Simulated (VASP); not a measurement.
# Cd (Pm-3m) in VASP: notebook, part 2 of 2

VASP 6.6.1. The steps go on from the part before.

## Step 3: Single point, r2SCAN0

POSCAR

```
Cd
1.0
    2.9406369434      0.0000000000      0.0000000000
    0.0000000000      2.9406369434      0.0000000000
    0.0000000000      0.0000000000      2.9406369434
Cd
1
Direct
    0.0000000000      0.0000000000      0.0000000000
```

INCAR.step1

```
PREC     = Accurate       # precision mode
ENCUT    = 520            # plane-wave cutoff, eV
EDIFF    = 1E-5           # SCF threshold, eV
ISMEAR   = -1             # smearing method
SIGMA    = 0.1            # smearing width, eV
LREAL    = False          # projectors in reciprocal space
LASPH    = True           # aspherical terms in the spheres
NELM     = 60             # most SCF steps
ALGO     = Normal         # electronic algorithm
ISIF     = 2              # what is computed and relaxed
LWAVE    = True           # write WAVECAR
GGA      = PE             # functional
NBANDS   = 12             # bands
```

INCAR.step2

```
PREC     = Accurate       # precision mode
ENCUT    = 520            # plane-wave cutoff, eV
EDIFF    = 1E-6           # SCF threshold, eV
ISMEAR   = -1             # smearing method
SIGMA    = 0.1            # smearing width, eV
LREAL    = False          # projectors in reciprocal space
LASPH    = True           # aspherical terms in the spheres
NELM     = 60             # most SCF steps
ALGO     = Normal         # electronic algorithm
ISIF     = 2              # what is computed and relaxed
LWAVE    = False          # write WAVECAR
LCHARG   = True           # write CHGCAR
METAGGA  = R2SCAN         # meta-GGA
LHFCALC  = True           # exact exchange
AEXX     = 0.25           # exact-exchange fraction
LMIXTAU  = True         
PRECFOCK = Normal       
LELF     = True           # ELF
LVHAR    = True         
ISTART   = 1            
NBANDS   = 12             # bands
```

KPOINTS

```
Automatic mesh
0
Gamma
  6 6 6
```

Potentials or basis: VASP PAW PBE potentials, release 64 (Cd).

Launch:

```
$ cat potpaw_PBE.64/Cd/POTCAR > POTCAR
$ cp INCAR.step1 INCAR
$ mpirun -np 1 vasp_std > vasp.out
$ cp INCAR.step2 INCAR
$ mpirun -np 1 vasp_std > vasp.out
```

OUTCAR:

```text
PREC = Accurate
   ENCUT = 520
   EDIFF = 1E-6
   ISMEAR = -1
   LREAL = False
   LASPH = True
   NELM = 60
   ISIF = 2
   METAGGA = R2SCAN
   LHFCALC = True
   AEXX = 0.25
   PRECFOCK = Normal
   ISTART = 1

 ion  position               nearest neighbor table
   1  0.000  0.000  0.000-

  LATTYP: Found a simple cubic cell.
 ALAT       =     2.9406369434

  Lattice vectors:

 A1 = (   2.9406369434,   0.0000000000,   0.0000000000)
 A2 = (   0.0000000000,   2.9406369434,   0.0000000000)
 A3 = (   0.0000000000,   0.0000000000,   2.9406369434)

Analysis of symmetry for initial positions (statically):
=====================================================================
 Subroutine PRICEL returns:
 Original cell was already a primitive cell.

 Routine SETGRP: Setting up the symmetry group for a
 simple cubic supercell.

 Subroutine GETGRP returns: Found 48 space group operations
 (whereof 48 operations were pure point group operations)
 out of a pool of 48 trial point group operations.

The static configuration has the point symmetry O_h .

Analysis of symmetry for dynamics (positions and initial velocities):
=====================================================================
 Subroutine PRICEL returns:
 Original cell was already a primitive cell.

 Routine SETGRP: Setting up the symmetry group for a
 simple cubic supercell.

 Subroutine GETGRP returns: Found 48 space group operations
 (whereof 48 operations were pure point group operations)
 out of a pool of 48 trial point group operations.

The dynamic configuration has the point symmetry O_h .

 Subroutine INISYM returns: Found 48 space group operations
 (whereof 48 operations are pure point group operations),
 and found     1 'primitive' translations

----------------------------------------------------------------------------------------

                                     Primitive cell

  volume of cell :      25.4287

  direct lattice vectors                    reciprocal lattice vectors
     2.940636943  0.000000000  0.000000000     0.340062381  0.000000000  0.000000000
     0.000000000  2.940636943  0.000000000     0.000000000  0.340062381  0.000000000
     0.000000000  0.000000000  2.940636943     0.000000000  0.000000000  0.340062381

  length of vectors
     2.940636943  2.940636943  2.940636943     0.340062381  0.340062381  0.340062381

  position of ions in fractional coordinates (direct lattice)
     0.000000000  0.000000000  0.000000000

  ion indices of the primitive-cell ions
   primitive index   ion index
                 1           1

----------------------------------------------------------------------------------------

 KPOINTS: Automatic mesh

Automatic generation of k-mesh.
 Grid dimensions read from file:
 generate k-points for:    6    6    6

[... 25 lines left out ...]
  0.333333  0.166667  0.000000     24.000000
[... 12 lines left out ...]
  0.500000  0.500000  0.333333      6.000000
  0.500000  0.500000  0.500000      1.000000
   k-points           NKPTS =     20   k-points in BZ     NKDIM =    216   number of bands    NBANDS=     12
   number of dos      NEDOS =    301   number of ions     NIONS =      1
   total plane-waves  NPLWV =  13824
   dimension x,y,z NGX =    24 NGY =   24 NGZ =   24
   dimension x,y,z NGXF=    48 NGYF=   48 NGZF=   48
   ions per type =               1
   NGX,Y,Z   is equivalent  to a cutoff of  13.57, 13.57, 13.57 a.u.
   NGXF,Y,Z  is equivalent  to a cutoff of  27.14, 27.14, 27.14 a.u.
 SYSTEM =  unknown system
   PREC   = accura    normal or accurate (medium, high low for compatibility)
   ISTART =      1    job   : 0-new  1-cont  2-samecut
   ICHARG =      0    charge: 1-file 2-atom 10-const
   ISPIN  =      1    spin polarized calculation?
   LNONCOLLINEAR =      F non collinear calculations
   LSORBIT =      F    spin-orbit coupling
   LASPH  =      T    aspherical Exc in radial PAW
   ENCUT  =  520.0 eV  38.22 Ry    6.18 a.u.   5.47  5.47  5.47*2*pi/ulx,y,z
   NELM   =     60;   NELMIN=  2; NELMDL=  0     # of ELM steps
   EDIFF  = 0.1E-05   stopping-criterion for ELM
   LREAL  =      F    real-space projection
   EDIFFG = 0.1E-04   stopping-criterion for IOM
   NSW    =      0    number of steps for IOM
   IBRION =     -1    ionic relax: 0-MD 1-quasi-New 2-CG
   NFREE  =      0    steps in history (QN), initial steepest desc. (CG)
   ISIF   =      2    stress and relaxation
   ISYM   =      3    0-nonsym 1-usesym 2-fastsym
   POTIM  = 0.5000    time-step for ionic-motion
   TEBEG  =    0.0;   TEEND  =   0.0 temperature during run
   PSTRESS=    0.0 pullay stress
   NELECT =      12.0000    total number of electrons
   NUPDOWN=      -1.0000    fix difference up-down
   EMIN   =  10.00;   EMAX   =-10.00  energy-range for DOS
   EFERMI =   0.00;   METHOD = LEGACY
   ISMEAR =    -1;   SIGMA  =   0.10  broadening in eV -4-tet -1-fermi 0-gaus
   EFERMI_NEDOS =   21; number of points for ismear=-14 and -15
   IALGO  =     38    algorithm
   IMIX   =      1    mixing-type and parameters
     AMIX     =   0.40;   BMIX     =  1.00
     AMIX_MAG =   1.60;   BMIX_MAG =  1.00
  volume/ion in A,a.u.               =      25.43       171.60
  Fermi-wavevector in a.u.,A,eV,Ry     =   1.274561  2.408570 22.102730  1.624505
  Thomas-Fermi vector in A             =   2.407322
   LORBIT       =      0    0 simple, 1 ext, 2 COOP (PROOUT), +10 PAW based schemes
   METAGGA = R2SCAN    functional components
   LHFCALC =     T    Hartree Fock is set to
   PRECFOCK=normal    Normal, Fast or Accurate (Low or Medium for compatibility)
   ENCUT4O =  -1.0   cutoff for four orbital integrals eV
   NKREDX  =     1    reduce k-point grid by
   NKREDY  =     1    reduce k-point grid by
   NKREDZ  =     1    reduce k-point grid by
   AEXX    =    0.2500 exact exchange contribution
   HFSCREEN=    0.0000 screening length (either q_TF or 0.3 A-1)
   HFSCREENC=   0.0000 screening length for correlation (either q_TF or 0.3 A-1)
   ENCUTFOCK=  -1.0 apply spherical cutoff to Coloumb kernel
   IVDW    =     0    specifies the selected vdW correction
   LEPSILON=     F    determine dielectric tensor
   LRPA    =     F    only Hartree local field effects (RPA)
 non-spin polarized calculation
  energy-cutoff  :      520.00
  volume of cell :       25.43
 maximum number of plane-waves:       700
 NGX is ok and might be reduce to    24
  NGX = 18; NGY = 18; NGZ = 18

 number of electron      12.0000000 magnetization

 Free energy of the ion-electron system (eV)
  ---------------------------------------------------
  ext. energy  EPLUGINS =         0.00000000
  ---------------------------------------------------
  free energy    TOTEN  =       -15.35980502 eV

  energy without entropy =      -15.35656011  energy(sigma->0) =      -15.35818257

 E-fermi :   1.6871     XC(G=0):  -8.3788

 val. band max:        0.8240860414   @ k =   0.5000   0.3333   0.1667
 cond. band min:       1.9265403650   @ k =   0.5000   0.3333   0.0000
 fundamental gap:      1.1024543236
 Fermi energy:         1.6870853050

 k-point     1 :       0.0000    0.0000    0.0000
  band No.  band energies     occupation
      1     -10.4073      2.00000
      2     -10.4073      2.00000
      3      -8.8568      2.00000
      4      -8.8568      2.00000
      5      -8.8568      2.00000
      6      -7.7562      2.00000
      7      13.2781      0.00000
      8      13.2781      0.00000
      9      13.2781      0.00000
     10      16.8578      0.00000
     11      16.8578      0.00000
     12      18.0008      0.00000
[... 271 lines left out ...]
 k-point    20 :       0.5000    0.5000    0.5000
  band No.  band energies     occupation
      1      -9.9770      2.00000
      2      -9.9770      2.00000
      3      -9.9770      2.00000
      4      -8.3741      2.00000
      5      -8.3741      2.00000
      6       7.4096      0.00000
      7       7.4096      0.00000
      8       7.4096      0.00000
      9      11.1958      0.00000
     10      11.4026      0.00000
     11      12.5126      0.00000
     12      12.5126      0.00000

------------------------ aborting loop because EDIFF is reached ----------------------------------------

  FORCE on cell =-STRESS in cart. coord.  units (eV):
  Direction    XX          YY          ZZ          XY          YZ          ZX
  --------------------------------------------------------------------------------------
  -------------------------------------------------------------------------------------
  Total        0.2572409      0.2572409      0.2572409     -0.0000000     -0.0000000      0.0000000
  in kB       16.2078879     16.2078879     16.2078879     -0.0000000     -0.0000000      0.0000000
  external PRESSURE =      16.2078879 kB  Pullay stress =       0.0000000 kB

 VOLUME and BASIS-vectors are now :
 -----------------------------------------------------------------------------
  energy-cutoff  :      520.00
  volume of cell :       25.43
      direct lattice vectors                 reciprocal lattice vectors
     2.940636943  0.000000000  0.000000000     0.340062381  0.000000000  0.000000000
     0.000000000  2.940636943  0.000000000     0.000000000  0.340062381  0.000000000
     0.000000000  0.000000000  2.940636943     0.000000000  0.000000000  0.340062381

 POSITION                                       TOTAL-FORCE (eV/Angst)
 -----------------------------------------------------------------------------------
      0.00000      0.00000      0.00000         0.000000      0.000000      0.000000
 -----------------------------------------------------------------------------------
    total drift:                                0.000000      0.000000      0.000000

  FREE ENERGIE OF THE ION-ELECTRON SYSTEM (eV)
  ---------------------------------------------------
  free  energy   TOTEN  =       -15.3598050223 eV

  energy  without entropy=      -15.3565601077  energy(sigma->0) =      -15.35818257
```

It took 19 min on 1 thread of Intel Xeon Platinum 8259CL at 2.50GHz (Skylake/Cascade Lake), shared host; peak memory 0.16 GiB.

What came out:

* Free energy: -15.3598 eV
* Pressure: 1.6 GPa
* Band gap on the k mesh: zero (bands 6 and 7 overlap by 8.63 eV)

Caveat: the PAW data sets were made with another functional, which shifts forces and pressure a little.

The gap in the log of VASP goes by the Fermi energy; the results here count the filled bands.